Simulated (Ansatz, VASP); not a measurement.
## Two plane-wave programs on Al3BiO3

```
CELL_PARAMETERS angstrom
3.08934 -3.68056 0.02317
3.08913 3.68043 0.02322
-1.97228 0.00007 4.69846
ATOMIC_POSITIONS crystal
Al 0.61495 0.61492 0.10257
Al 0.75817 0.30583 0.54814
Al 0.30585 0.75820 0.54816
Bi 0.13179 0.13183 0.94854
O 0.53670 0.91905 0.35261
O 0.91908 0.53672 0.35264
O 0.55931 0.55930 0.71945
```

Change from the starting cell: cell x1, atoms moved at random (sigma 0.1 Å) and cell strained at random (1.5 %), then relaxed without symmetry.

Alike in both runs: functional PBE; k mesh 4 × 4 × 4; occupations gaussian, width 0.1 eV; no spin polarisation.

Ansatz relaxed the structure, and its values are those at the end. VASP's run is a single point on that final structure, the one shown.

|  | VASP | Ansatz |
| --- | --- | --- |
| version | VASP 6.6.1 | Ansatz 0.2.0 |
| potentials or method | VASP PAW PBE potentials, release 64 (Al, Bi_d, O), cutoff 520 eV | scalar-relativistic, plane waves, PAW |
| valence electrons in the cell | 42 | 42 |

VASP gave:

- gap on the k mesh at the Fermi level (eV): 0.83
- least direct gap on the mesh (eV): 0.95
- pressure (GPa): -0.1
- rms of the force components (eV/Å): 0.005

Q: Which values does Ansatz return?

A: gap on the k mesh at the Fermi level (eV): 0.84; least direct gap on the mesh (eV): 0.95; pressure (GPa): 0.0; rms of the force components (eV/Å): 0.002.

Neither program's run includes spin-orbit coupling.
